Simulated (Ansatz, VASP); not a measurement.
Two plane-wave programs on Ga4Sb3As

Contents of INCAR:

```
SYSTEM = Ga4Sb3As
PREC     = Accurate       ! precision mode
ENCUT    = 520            ! plane-wave cutoff, eV
EDIFF    = 1E-6           ! SCF threshold, eV
ISMEAR   = 0              ! smearing method
SIGMA    = 0.2            ! smearing width, eV
LREAL    = .FALSE.        ! projectors in reciprocal space
LASPH    = .TRUE.         ! aspherical terms in the spheres
NELM     = 100            ! most SCF steps
ALGO     = Normal         ! electronic algorithm
ISIF     = 2              ! what is computed and relaxed
LWAVE    = .FALSE.        ! write WAVECAR
LCHARG   = .FALSE.        ! write CHGCAR
GGA      = PE             ! functional
NBANDS   = 46             ! bands
```

The input KPOINTS:

```
Automatic mesh
0
G
  4 4 4
  0 0 0
```

The input POSCAR:

```
Ga4Sb3As
1.0
    6.0995120000      0.0000000000      0.0000000000
    0.0000000000      6.0995120000      0.0000000000
   -3.0497560000     -3.0497560000      6.0893589000
Ga Sb As
4 3 1
Direct
    0.6418360000      0.6418360000      0.7586410000
    0.1168050000      0.1168050000      0.7586410000
    0.3581640000      0.8831950000      0.2413590000
    0.8831950000      0.3581640000      0.2413590000
    0.5000000000      0.5000000000      1.0000000000
    0.2500000000      0.7500000000      0.5000000000
    0.7500000000      0.2500000000      0.5000000000
    0.0000000000      0.0000000000      0.0000000000
```

Input for Ansatz:

```yaml
crystal:
  lattice:
    - [6.099512, 0.0, 0.0]
    - [0.0, 6.099512, 0.0]
    - [-3.049756, -3.049756, 6.0893589]
  atoms:
    - { symbol: Ga, position: [0.641836, 0.641836, 0.758641] }
    - { symbol: Ga, position: [0.116805, 0.116805, 0.758641] }
    - { symbol: Ga, position: [0.358164, 0.883195, 0.241359] }
    - { symbol: Ga, position: [0.883195, 0.358164, 0.241359] }
    - { symbol: Sb, position: [0.5, 0.5, 1.0] }
    - { symbol: Sb, position: [0.25, 0.75, 0.5] }
    - { symbol: Sb, position: [0.75, 0.25, 0.5] }
    - { symbol: As, position: [0.0, 0.0, 0.0] }
basis:
  ecutwfc: 420
kpoints:
  mp_grid: { grid: [4, 4, 4] }
hamiltonian:
  xc: pbe
scf:
  occupations: { method: gaussian, width: 0.2 }
  lower_state_search: "off"
output:
  forces: true
  stress: true
  eigenvalues: true
```

Alike in both runs: task single point; functional PBE; k mesh 4 × 4 × 4; occupations gaussian, width 0.2 eV; no spin polarisation.

```csv
,VASP,Ansatz
version,VASP 6.6.1,Ansatz 0.2.0
potentials or method,"VASP PAW PBE potentials, release 64 (Ga_d, Sb, As), cutoff 520 eV","scalar-relativistic, plane waves, PAW"
valence electrons in the cell,72,112
```

```tsv
	VASP	Ansatz	Ansatz less VASP
gap on the k mesh at the Fermi level (eV)	none	none	-
pressure (GPa)	0.1	0.1	-0.08
```

A gap of «none» marks a metal or a gap that the smearing closes. VASP's potentials hold 72 valence electrons a cell and Ansatz's 112, so a difference there can come from the potentials and not from the codes.

Neither program's run includes spin-orbit coupling.
